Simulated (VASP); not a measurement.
# TePt3 (P6_3/mmc) in VASP: single point with PBE

Aim: the single point of TePt3 with PBE.

Everything below comes from runs of VASP 6.6.1. Logs are shortened: lines on timing, memory, paths and dates and some standing lists are left out, and cuts for length are marked.

## (1) The cell of the first run

The structure is hexagonal, space group P6_3/mmc (No. 194). Conventional cell: a = 5.695 Å, b = 5.695 Å, c = 5.006 Å, α = 90.00°, β = 90.00°, γ = 120.00°. Within 3.8 Å of Te (site symmetry -6m2) lie 12 Pt at 2.85 to 3.01 Å. Pt (site symmetry mm2) has 8 Pt at 2.81 to 2.98 Å and 4 Te at 2.85 to 3.01 Å within 3.7 Å.

## (2) Single point, PBE

File INCAR:

```
PREC = Accurate ; ENCUT = 520
EDIFF = 1E-6 ; ISMEAR = 0
SIGMA = 0.1 ; LREAL = F
LASPH = T ; NELM = 100
ALGO = Fast ; ISIF = 2
LWAVE = F ; LCHARG = T
GGA = PE ; LELF = T
LVHAR = T ; NBANDS = 46
```

File KPOINTS:

```
Automatic mesh
0
Gamma
  12 12 8
```

File POSCAR:

```
TePt3
1.0
    5.6948634275      0.0000000000      0.0000000000
   -2.8474317138      4.9318963993      0.0000000000
    0.0000000000      0.0000000000      5.0056512750
Te Pt
2 6
Direct
    0.6666666667      0.3333333333      0.2500000000
    0.3333333333      0.6666666667      0.7500000000
    0.8355407944      0.1644592056      0.7500000000
    0.3289184113      0.1644592056      0.7500000000
    0.8355407944      0.6710815887      0.7500000000
    0.1644592056      0.8355407944      0.2500000000
    0.6710815887      0.8355407944      0.2500000000
    0.1644592056      0.3289184113      0.2500000000
```

Potentials or basis: VASP PAW PBE potentials, release 64 (Te, Pt).

Command:

```bash
cat potpaw_PBE.64/Te/POTCAR potpaw_PBE.64/Pt/POTCAR > POTCAR
mpirun -np 1 vasp_std > vasp.out
```

OUTCAR:

```text
PREC = Accurate
   ENCUT = 520
   EDIFF = 1E-6
   ISMEAR = 0
   LREAL = F
   LASPH = T
   NELM = 100
   ISIF = 2
   GGA = PE

 ion  position               nearest neighbor table
   1  0.667  0.333  0.250-   8 2.85   7 2.85   6 2.85   6 2.85   8 2.85   7 2.85   4 3.01   4 3.01
                             5 3.01   5 3.01   3 3.01   3 3.01
   2  0.333  0.667  0.750-   5 2.85   4 2.85   3 2.85   3 2.85   5 2.85   4 2.85   7 3.01   7 3.01
                             8 3.01   8 3.01   6 3.01   6 3.01
   3  0.836  0.164  0.750-   4 2.81   5 2.81   2 2.85   2 2.85   4 2.89   5 2.89   8 2.98   8 2.98
                             7 2.98   7 2.98   1 3.01   1 3.01
   4  0.329  0.164  0.750-   5 2.81   3 2.81   2 2.85   2 2.85   5 2.89   3 2.89   6 2.98   6 2.98
                             8 2.98   8 2.98   1 3.01   1 3.01
   5  0.836  0.671  0.750-   4 2.81   3 2.81   2 2.85   2 2.85   4 2.89   3 2.89   6 2.98   6 2.98
                             7 2.98   7 2.98   1 3.01   1 3.01
   6  0.164  0.836  0.250-   7 2.81   8 2.81   1 2.85   1 2.85   7 2.89   8 2.89   5 2.98   5 2.98
                             4 2.98   4 2.98   2 3.01   2 3.01
   7  0.671  0.836  0.250-   8 2.81   6 2.81   1 2.85   1 2.85   8 2.89   6 2.89   3 2.98   3 2.98
                             5 2.98   5 2.98   2 3.01   2 3.01
   8  0.164  0.329  0.250-   7 2.81   6 2.81   1 2.85   1 2.85   7 2.89   6 2.89   3 2.98   3 2.98
                             4 2.98   4 2.98   2 3.01   2 3.01

  LATTYP: Found a hexagonal cell.
 ALAT       =     5.6948634275
 C/A-ratio  =     0.8789765266

  Lattice vectors:

 A1 = (   5.6948634275,   0.0000000000,   0.0000000000)
 A2 = (  -2.8474317138,   4.9318963993,   0.0000000000)
 A3 = (   0.0000000000,   0.0000000000,   5.0056512750)

Analysis of symmetry for initial positions (statically):
=====================================================================
 Subroutine PRICEL returns:
 Original cell was already a primitive cell.

 Routine SETGRP: Setting up the symmetry group for a
 hexagonal supercell.

 Subroutine GETGRP returns: Found 24 space group operations
 (whereof 12 operations were pure point group operations)
 out of a pool of 24 trial point group operations.

The static configuration has the point symmetry D_3d.
 The point group associated with its full space group is D_6h.

Analysis of symmetry for dynamics (positions and initial velocities):
=====================================================================
 Subroutine PRICEL returns:
 Original cell was already a primitive cell.

 Routine SETGRP: Setting up the symmetry group for a
 hexagonal supercell.

 Subroutine GETGRP returns: Found 24 space group operations
 (whereof 12 operations were pure point group operations)
 out of a pool of 24 trial point group operations.

The dynamic configuration has the point symmetry D_3d.
 The point group associated with its full space group is D_6h.

 Subroutine INISYM returns: Found 24 space group operations
 (whereof 12 operations are pure point group operations),
 and found     1 'primitive' translations

----------------------------------------------------------------------------------------

                                     Primitive cell

  volume of cell :     140.5911

  direct lattice vectors                    reciprocal lattice vectors
     5.694863427  0.000000000  0.000000000     0.175596836  0.101380881  0.000000000
    -2.847431714  4.931896399  0.000000000     0.000000000  0.202761761  0.000000000
     0.000000000  0.000000000  5.005651275     0.000000000  0.000000000  0.199774204

  length of vectors
     5.694863427  5.694863428  5.005651275     0.202761761  0.202761761  0.199774204

  position of ions in fractional coordinates (direct lattice)
     0.666666667  0.333333333  0.250000000
     0.333333333  0.666666667  0.750000000
     0.835540794  0.164459206  0.750000000
     0.328918411  0.164459206  0.750000000
     0.835540794  0.671081589  0.750000000
     0.164459206  0.835540794  0.250000000
     0.671081589  0.835540794  0.250000000
     0.164459206  0.328918411  0.250000000

  ion indices of the primitive-cell ions
   primitive index   ion index
                 1           1
                 2           2
                 3           3
                 4           4
                 5           5
                 6           6
                 7           7
                 8           8

----------------------------------------------------------------------------------------

 KPOINTS: Automatic mesh

Automatic generation of k-mesh.
 Grid dimensions read from file:
 generate k-points for:   12   12    8

 Generating k-lattice:

  Cartesian coordinates                     Fractional coordinates (reciprocal lattice)
     0.014633070  0.008448407  0.000000000     0.083333333  0.000000000  0.000000000
     0.000000000  0.016896813  0.000000000     0.000000000  0.083333333  0.000000000
     0.000000000  0.000000000  0.024971776     0.000000000  0.000000000  0.125000000

  Length of vectors
     0.016896813  0.016896813  0.024971776

  Shift w.r.t. Gamma in fractional coordinates (k-lattice)
     0.000000000  0.000000000  0.000000000

 Subroutine IBZKPT returns following result:
 ===========================================

 Found     95 irreducible k-points:

 Following reciprocal coordinates:
            Coordinates               Weight
  0.000000  0.000000  0.000000      1.000000
  0.083333 -0.000000  0.000000      6.000000
  0.166667 -0.000000  0.000000      6.000000
  0.250000 -0.000000  0.000000      6.000000
  0.333333 -0.000000  0.000000      6.000000
  0.416667 -0.000000  0.000000      6.000000
[... 16 lines left out ...]
  0.250000 -0.000000  0.125000     12.000000
  0.333333 -0.000000  0.125000     12.000000
 [... further k-points ...]
   k-points           NKPTS =     95   k-points in BZ     NKDIM =     95   number of bands    NBANDS=     46
   number of dos      NEDOS =    301   number of ions     NIONS =      8
   total plane-waves  NPLWV =  70560
   dimension x,y,z NGX =    42 NGY =   42 NGZ =   40
   dimension x,y,z NGXF=    84 NGYF=   84 NGZF=   80
   ions per type =               2   6
   NGX,Y,Z   is equivalent  to a cutoff of  12.26, 12.26, 13.28 a.u.
   NGXF,Y,Z  is equivalent  to a cutoff of  24.52, 24.52, 26.57 a.u.
 SYSTEM =  unknown system
   PREC   = accura    normal or accurate (medium, high low for compatibility)
   ISTART =      0    job   : 0-new  1-cont  2-samecut
   ICHARG =      2    charge: 1-file 2-atom 10-const
   ISPIN  =      1    spin polarized calculation?
   LNONCOLLINEAR =      F non collinear calculations
   LSORBIT =      F    spin-orbit coupling
   LASPH  =      T    aspherical Exc in radial PAW
   ENCUT  =  520.0 eV  38.22 Ry    6.18 a.u.  10.59 10.59  9.31*2*pi/ulx,y,z
   NELM   =    100;   NELMIN=  2; NELMDL= -5     # of ELM steps
   EDIFF  = 0.1E-05   stopping-criterion for ELM
   LREAL  =      F    real-space projection
   EDIFFG = 0.1E-04   stopping-criterion for IOM
   NSW    =      0    number of steps for IOM
   IBRION =     -1    ionic relax: 0-MD 1-quasi-New 2-CG
   NFREE  =      0    steps in history (QN), initial steepest desc. (CG)
   ISIF   =      2    stress and relaxation
   ISYM   =      2    0-nonsym 1-usesym 2-fastsym
   POTIM  = 0.5000    time-step for ionic-motion
   TEBEG  =    0.0;   TEEND  =   0.0 temperature during run
   PSTRESS=    0.0 pullay stress
   NELECT =      72.0000    total number of electrons
   NUPDOWN=      -1.0000    fix difference up-down
   EMIN   =  10.00;   EMAX   =-10.00  energy-range for DOS
   EFERMI =   0.00;   METHOD = LEGACY
   ISMEAR =     0;   SIGMA  =   0.10  broadening in eV -4-tet -1-fermi 0-gaus
   EFERMI_NEDOS =   21; number of points for ismear=-14 and -15
   IALGO  =     68    algorithm
   IMIX   =      4    mixing-type and parameters
     AMIX     =   0.40;   BMIX     =  1.00
     AMIX_MAG =   1.60;   BMIX_MAG =  1.00
  volume/ion in A,a.u.               =      17.57       118.59
  Fermi-wavevector in a.u.,A,eV,Ry     =   1.309784  2.475133 23.341262  1.715534
  Thomas-Fermi vector in A             =   2.440359
   LORBIT       =      0    0 simple, 1 ext, 2 COOP (PROOUT), +10 PAW based schemes
   GGA     = PE    functional components
   LHFCALC =     F    Hartree Fock is set to
   AEXX    =    0.0000 exact exchange contribution
   IVDW    =     0    specifies the selected vdW correction
   LEPSILON=     F    determine dielectric tensor
   LRPA    =     F    only Hartree local field effects (RPA)
 non-spin polarized calculation
 RMM-DIIS sequential band-by-band and
 Gauss-broadening in eV      SIGMA  =   0.10
  energy-cutoff  :      520.00
  volume of cell :      140.59
 maximum number of plane-waves:      3818
   NGX = 21   NGY = 21   NGZ = 19

 number of electron      72.0000005 magnetization

 Free energy of the ion-electron system (eV)
  ---------------------------------------------------
  ext. energy  EPLUGINS =         0.00000000
  ---------------------------------------------------
  free energy    TOTEN  =       -42.01655614 eV

  energy without entropy =      -41.98957844  energy(sigma->0) =      -42.00306729

 E-fermi :  10.7715     XC(G=0): -12.5144

 val. band max:       10.7708103947   @ k =   0.0833   0.0833   0.5000
 cond. band min:      10.7740367307   @ k =   0.0000   0.0000   0.3750
 fundamental gap:      0.0032263360
 Fermi energy:        10.7715365623

 k-point     1 :       0.0000    0.0000    0.0000
  band No.  band energies     occupation
      1      -3.2298      2.00000
      2      -1.9422      2.00000
      3       4.3957      2.00000
      4       4.5378      2.00000
      5       4.7827      2.00000
      6       4.8156      2.00000
[... 38 lines left out ...]
     45      16.4350      0.00000
     46      16.6754      0.00000

 k-point     2 :       0.0833   -0.0000    0.0000
  band No.  band energies     occupation
      1      -3.1955      2.00000
      2      -1.9360      2.00000
      3       4.3413      2.00000
      4       4.4112      2.00000
      5       4.5377      2.00000
      6       4.6120      2.00000
[... 1070 lines left out ...]
 k-point    24 :       0.3333   -0.0000    0.1250
  band No.  band energies     occupation
      1      -2.7010      2.00000
      2      -1.9513      2.00000
      3       2.9421      2.00000
      4       3.8205      2.00000
      5       3.9650      2.00000
      6       4.6654      2.00000
[... 38 lines left out ...]
     45      15.7566      0.00000
     46      16.3118      0.00000

 [... further k-points ...]
[... 5 lines left out ...]
  --------------------------------------------------------------------------------------
  -------------------------------------------------------------------------------------
  Total       -0.2560042     -0.2560042     -0.3898162      0.0000000      0.0000000      0.0000000
  in kB       -2.9174253     -2.9174253     -4.4423480      0.0000000      0.0000000      0.0000000
  external PRESSURE =      -3.4257328 kB  Pullay stress =       0.0000000 kB

 VOLUME and BASIS-vectors are now :
 -----------------------------------------------------------------------------
  energy-cutoff  :      520.00
  volume of cell :      140.59
      direct lattice vectors                 reciprocal lattice vectors
     5.694863427  0.000000000  0.000000000     0.175596836  0.101380881  0.000000000
    -2.847431714  4.931896399  0.000000000     0.000000000  0.202761761  0.000000000
     0.000000000  0.000000000  5.005651275     0.000000000  0.000000000  0.199774204

 POSITION                                       TOTAL-FORCE (eV/Angst)
 -----------------------------------------------------------------------------------
      2.84743      1.64397      1.25141         0.000000      0.000000      0.000000
     -0.00000      3.28793      3.75424         0.000000      0.000000      0.000000
      4.29000      0.81110      3.75424        -0.004481      0.002587     -0.000000
      1.40486      0.81110      3.75424         0.004481      0.002587     -0.000000
      2.84743      3.30970      3.75424         0.000000     -0.005174      0.000000
     -1.44257      4.12080      1.25141         0.004481     -0.002587      0.000000
      1.44257      4.12080      1.25141        -0.004481     -0.002587      0.000000
     -0.00000      1.62219      1.25141        -0.000000      0.005174     -0.000000
 -----------------------------------------------------------------------------------
    total drift:                               -0.000000      0.000000     -0.000000

  FREE ENERGIE OF THE ION-ELECTRON SYSTEM (eV)
  ---------------------------------------------------
  free  energy   TOTEN  =       -42.0165561351 eV

  energy  without entropy=      -41.9895784445  energy(sigma->0) =      -42.00306729
```

It took 6.2 min on 1 thread of Intel Xeon 6975P-C (Granite Rapids), shared host; peak memory 0.58 GiB.

Results:

```
Free energy            : -42.0166 eV
Pressure               : -0.3 GPa
Largest force          : 0.005 eV/Å
Band gap on the k mesh : zero (band 36 reaches 11.92 eV, above the bottom of band 37 at 10.48 eV)
```

Forces on the atoms (eV/Å):
```
Te   0.000  0.000  0.000
Te   0.000  0.000  0.000
Pt  -0.004  0.003  0.000
Pt   0.004  0.003  0.000
Pt   0.000 -0.005  0.000
Pt   0.004 -0.003  0.000
Pt  -0.004 -0.003  0.000
Pt   0.000  0.005  0.000
```

Levels at points of the mesh, in eV from the Fermi level:
```
           k point  band 32  band 33  band 34  band 35  band 36  band 37  band 38  band 39  band 40  band 41
(0.00, 0.00, 0.00)    -0.79    -0.79    -0.38    -0.05     0.10     0.18     0.18     0.49     0.93     1.47
(0.50, 0.00, 0.00)    -1.43    -0.60    -0.55    -0.48     0.34     0.52     0.90     0.97     2.79     2.82
(0.00, 0.00, 0.50)    -1.30    -0.44    -0.44    -0.44    -0.44     0.03     0.03     0.31     0.31     3.74
(0.50, 0.00, 0.50)    -1.35    -0.97    -0.97    -0.67    -0.67     0.45     0.45     2.17     2.17     3.72
```

Caveat: spin-orbit coupling is left out, which moves the levels of the heavy elements.
